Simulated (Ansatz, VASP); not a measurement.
**One calculation of Ge, two programs**

The input INCAR:

```
PREC = Accurate
ENCUT = 600
EDIFF = 1E-6
ISMEAR = 0
SIGMA = 0.1
LREAL = False
LASPH = True
NELM = 100
ALGO = Normal
ISIF = 3
LWAVE = False
LCHARG = False
GGA = PE
IBRION = 2
NSW = 90
EDIFFG = -0.04
```

KPOINTS

```
Automatic mesh
0
Gamma
  4 4 4
```

The input POSCAR:

```
Ge
1.0
    3.3322018100     -4.0888826700      0.0000000000
    3.3322018100      4.0888826700      0.0000000000
    0.0000000000      0.0000000000      4.7580796300
Ge
6
Direct
    0.6039974100      0.3960025900      0.3101849400
    0.8960025900      0.1039974100      0.3101849400
    0.3960025900      0.6039974100      0.6898150600
    0.1039974100      0.8960025900      0.6898150600
    0.7500000000      0.7500000000      0.0000000000
    0.2500000000      0.2500000000      0.0000000000
```

Input for Ansatz:

```yaml
crystal:
  lattice:
    - [3.33220181, -4.08888267, 0.0]
    - [3.33220181, 4.08888267, 0.0]
    - [0.0, 0.0, 4.75807963]
  atoms:
    - { symbol: Ge, position: [0.60399741, 0.39600259, 0.31018494] }
    - { symbol: Ge, position: [0.89600259, 0.10399741, 0.31018494] }
    - { symbol: Ge, position: [0.39600259, 0.60399741, 0.68981506] }
    - { symbol: Ge, position: [0.10399741, 0.89600259, 0.68981506] }
    - { symbol: Ge, position: [0.75, 0.75, 0.0] }
    - { symbol: Ge, position: [0.25, 0.25, 0.0] }
basis:
  ecutwfc: 420
kpoints:
  mp_grid: { grid: [4, 4, 4] }
hamiltonian:
  xc: pbe
scf:
  occupations: { method: gaussian, width: 0.1 }
  lower_state_search: "off"
output:
  forces: true
  stress: true
  eigenvalues: true
relax:
  adjacent_minimum: "off"
  f_tol: 0.04
  max_steps: 70
  cell: { stress_tol: 0.4 }
```

Alike in both runs: task relaxation of cell and atoms; functional PBE; k mesh 4 × 4 × 4; occupations gaussian, width 0.1 eV; no spin polarisation.

```csv
,VASP,Ansatz
version,VASP 6.6.1,Ansatz 0.2.0
potentials or method,"VASP PAW PBE potentials, release 64 (Ge_d), cutoff 600 eV","scalar-relativistic, plane waves, PAW"
valence electrons in the cell,84,84
```

|  | VASP | Ansatz | Ansatz less VASP |
| --- | --- | --- | --- |
| gap on the k mesh at the Fermi level, each at its own relaxed structure (eV) | none | none | - |
| relaxed volume (Å³/atom) | 25.22 | 25.18 | -0.038 |
| relaxed cell length with the largest relative difference (Å) | 4.697 | 4.669 | -0.0277 |

A gap of «none» marks a metal or a gap that the smearing closes.

Noted on VASP's run: the volume moved by over 15 % at a fixed basis, so the end points are rough.
